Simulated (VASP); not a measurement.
# Cu (Pm-3m) in VASP: a series of runs, part 2 of 2

VASP 6.6.1.

## 3. Relaxation of cell and atoms, PBEsol

This run uses another cell than the first one, of 12.75 Å³/atom, 0.867 times its volume.

File INCAR:

```
SYSTEM = Cu
PREC     = Accurate       ! precision mode
ENCUT    = 600            ! plane-wave cutoff, eV
EDIFF    = 1E-7           ! SCF threshold, eV
ISMEAR   = -1             ! smearing method
SIGMA    = 0.1            ! smearing width, eV
LREAL    = .FALSE.        ! projectors in reciprocal space
LASPH    = .TRUE.         ! aspherical terms in the spheres
NELM     = 60             ! most SCF steps
ALGO     = Normal         ! electronic algorithm
ISIF     = 3              ! what is computed and relaxed
LWAVE    = .FALSE.        ! write WAVECAR
LCHARG   = .FALSE.        ! write CHGCAR
GGA      = PS             ! functional
IBRION   = 2              ! ionic algorithm
NSW      = 80             ! ionic steps
EDIFFG   = -0.01          ! ionic threshold
```

File KPOINTS:

```
Automatic mesh
0
G
  13 13 13
  0 0 0
```

File POSCAR:

```
Cu
1.0
    2.3364585681      0.0000000000      0.0000000000
    0.0000000000      2.3364585681      0.0000000000
    0.0000000000      0.0000000000      2.3364585681
Cu
1
Direct
    0.0000000000      0.0000000000      0.0000000000
```

Potentials or basis: VASP PAW PBE potentials, release 64 (Cu).

Launch:

```console
$ cat potpaw_PBE.64/Cu/POTCAR > POTCAR
$ mpirun -np 1 vasp_std > vasp.out
```

OUTCAR:

```text
SYSTEM = Cu
   PREC = Accurate
   ENCUT = 600
   EDIFF = 1E-7
   ISMEAR = -1
   LREAL = .FALSE.
   LASPH = .TRUE.
   NELM = 60
   ISIF = 3
   GGA = PS
   IBRION = 2
   NSW = 80
   EDIFFG = -0.01

 ion  position               nearest neighbor table
   1  0.000  0.000  0.000-

  LATTYP: Found a simple cubic cell.
 ALAT       =     2.3364585681

  Lattice vectors:

 A1 = (   2.3364585681,   0.0000000000,   0.0000000000)
 A2 = (   0.0000000000,   2.3364585681,   0.0000000000)
 A3 = (   0.0000000000,   0.0000000000,   2.3364585681)

Analysis of symmetry for initial positions (statically):
=====================================================================
 Subroutine PRICEL returns:
 Original cell was already a primitive cell.

 Routine SETGRP: Setting up the symmetry group for a
 simple cubic supercell.

 Subroutine GETGRP returns: Found 48 space group operations
 (whereof 48 operations were pure point group operations)
 out of a pool of 48 trial point group operations.

The static configuration has the point symmetry O_h .

[... 165 lines left out ...]
  --------------------------------------------------------------------------------------
  -------------------------------------------------------------------------------------
  Total        0.3574334      0.3574334      0.3574334      0.0000000      0.0000000     -0.0000000
  in kB       44.8984656     44.8984656     44.8984656      0.0000000      0.0000000     -0.0000000
  external PRESSURE =      44.8984656 kB  Pullay stress =       0.0000000 kB
[... 57 lines left out ...]
--------------------------------------- Ionic step        3  -------------------------------------------

 number of electron      10.9999992 magnetization

 Free energy of the ion-electron system (eV)
  ---------------------------------------------------
  ext. energy  EPLUGINS =         0.00000000
  ---------------------------------------------------
  free energy    TOTEN  =        -3.78854243 eV

  energy without entropy =       -3.77719559  energy(sigma->0) =       -3.78286901

 E-fermi :   5.9099     XC(G=0): -12.1927

 val. band max:        5.7919631239   @ k =   0.3846   0.3077   0.0000
 cond. band min:       5.9187448499   @ k =   0.4615   0.1538   0.0769
 fundamental gap:      0.1267817260
 Fermi energy:         5.9098523543

 k-point     1 :       0.0000    0.0000    0.0000
  band No.  band energies     occupation
      1      -2.4294      2.00000
      2       1.9453      2.00000
      3       1.9453      2.00000
      4       4.6523      1.99999
      5       4.6523      1.99999
      6       4.6523      1.99999
      7      24.0454      0.00000
      8      24.0454      0.00000
      9      24.0454      0.00000
[... 265 lines left out ...]
 k-point    24 :       0.3846    0.3077    0.0000
  band No.  band energies     occupation
      1       1.8348      2.00000
      2       2.3744      2.00000
      3       3.8910      2.00000
      4       4.0201      2.00000
      5       4.1990      2.00000
      6       5.7920      1.52950
      7      11.7817      0.00000
      8      17.2998      0.00000
      9      22.8553      0.00000

 [... further k-points ...]
[... 5 lines left out ...]
  --------------------------------------------------------------------------------------
  -------------------------------------------------------------------------------------
  Total        0.0006460      0.0006460      0.0006460      0.0000000      0.0000000     -0.0000000
  in kB        0.0784263      0.0784263      0.0784263      0.0000000      0.0000000     -0.0000000
  external PRESSURE =       0.0784263 kB  Pullay stress =       0.0000000 kB
[... 16 lines left out ...]
  FREE ENERGIE OF THE ION-ELECTRON SYSTEM (eV)
  ---------------------------------------------------
  free  energy   TOTEN  =        -3.7885424276 eV

  energy  without entropy=       -3.7771955868  energy(sigma->0) =       -3.78286901

 reached required accuracy - stopping structural energy minimisation
```

It took 38 s on 1 thread of Intel Xeon 8259CL, shared host; peak memory 0.13 GiB.

Results:

```yaml
Free_energy: -3.7885 eV
Relaxed_volume: 13.20 Å³/atom
Relaxed_cell: a = 2.363 Å, b = 2.363 Å, c = 2.363 Å, α = 90.00°, β = 90.00°, γ = 90.00°
Space_group_after_relaxing_to_0.05_Å: Pm-3m (No. 221)
Energy_gained_by_relaxing: 6.0 meV/atom
Ionic_steps: 3
Pressure_after_relaxing: 0.0 GPa
```

The path:
```
step  energy change (eV)  largest force (eV/Å)  pressure (GPa)  volume (Å³)
   1              0.0000                0.0000            4.49        12.75
   2             -0.0045                0.0000           -1.93        13.43
   3             -0.0060                0.0000            0.01        13.20
```

Final structure:
```yaml
crystal:
  lattice:
    - [2.36315, 0.00000, 0.00000]
    - [0.00000, 2.36315, 0.00000]
    - [0.00000, 0.00000, 2.36315]
  atoms:
    - { symbol: Cu, position: [0.00000, 0.00000, 0.00000] }
```

Caveat: the PAW data sets were made with another functional, which shifts forces and pressure a little.

## 4. Single point, PBEsol

This run uses another cell than the first one, of 13.14 Å³/atom, 0.893 times its volume.

File INCAR:

```
  ALGO = Normal
  EDIFF = 1E-6
  ENCUT = 520
  GGA = PS
  ISIF = 2
  ISMEAR = -1
  LASPH = True
  LCHARG = True
  LELF = True
  LREAL = False
  LVHAR = True
  LWAVE = False
  NBANDS = 12
  NELM = 60
  PREC = Accurate
  SIGMA = 0.1
```

File KPOINTS:

```
k-points
0
Gamma
  22 22 22
```

File POSCAR:

```
Cu
1.0
    2.3596178847      0.0000000000      0.0000000000
    0.0000000000      2.3596178847      0.0000000000
    0.0000000000      0.0000000000      2.3596178847
Cu
1
Direct
    0.0000000000      0.0000000000      0.0000000000
```

Launch:

```console
$ cat potpaw_PBE.64/Cu/POTCAR > POTCAR
$ mpirun -np 1 vasp_std > vasp.out
```

It took 66 s on 1 thread of Intel Xeon 8259CL, shared host; peak memory 0.17 GiB.

Results (log left out):

| Item | Value |
| --- | --- |
| Free energy | -3.7903 eV |
| Pressure | 0.5 GPa |

Levels at points of the mesh, in eV from the Fermi level:
```csv
k point,band 1,band 2,band 3,band 4,band 5,band 6,band 7,band 8,band 9,band 10
"(0.00, 0.00, 0.00)",-8.38,-4.00,-4.00,-1.27,-1.27,-1.27,18.17,18.17,18.17,21.67
"(0.50, 0.00, 0.00)",-4.43,-3.65,-2.11,-2.11,-1.48,-1.20,2.22,23.91,24.94,24.94
"(0.50, 0.50, 0.00)",-4.39,-3.39,-1.94,-1.94,-0.70,4.38,4.38,9.29,10.25,30.02
"(0.50, 0.50, 0.50)",-3.64,-3.64,-3.64,-0.65,-0.65,10.43,10.43,10.43,13.55,15.81
```

Caveat: the PAW data sets were made with another functional, which shifts forces and pressure a little.

## 5. Summary

| task | cell | k mesh | cutoff (eV) | gap on the mesh (eV) | pressure (GPa) |
| --- | --- | --- | --- | --- | --- |
| single point | a = 2.450 Å, 1 atom | 15 × 15 × 15 | 520 | none | -10.2 |
| relaxation of cell and atoms | relaxed from a = 2.336 Å, 1 atom | 13 × 13 × 13 | 600 | none | 0.0 |
| single point | a = 2.360 Å, 1 atom | 22 × 22 × 22 | 520 | none | 0.5 |

Alike in all rows: level PBEsol; potentials or basis VASP PAW PBE potentials, release 64 (Cu); no spin polarisation; smearing fermi-dirac 0.1 eV.

Caveats: the PAW data sets were made with another functional, which shifts forces and pressure a little.

Absolute energies hang on the potentials; compare differences alone.
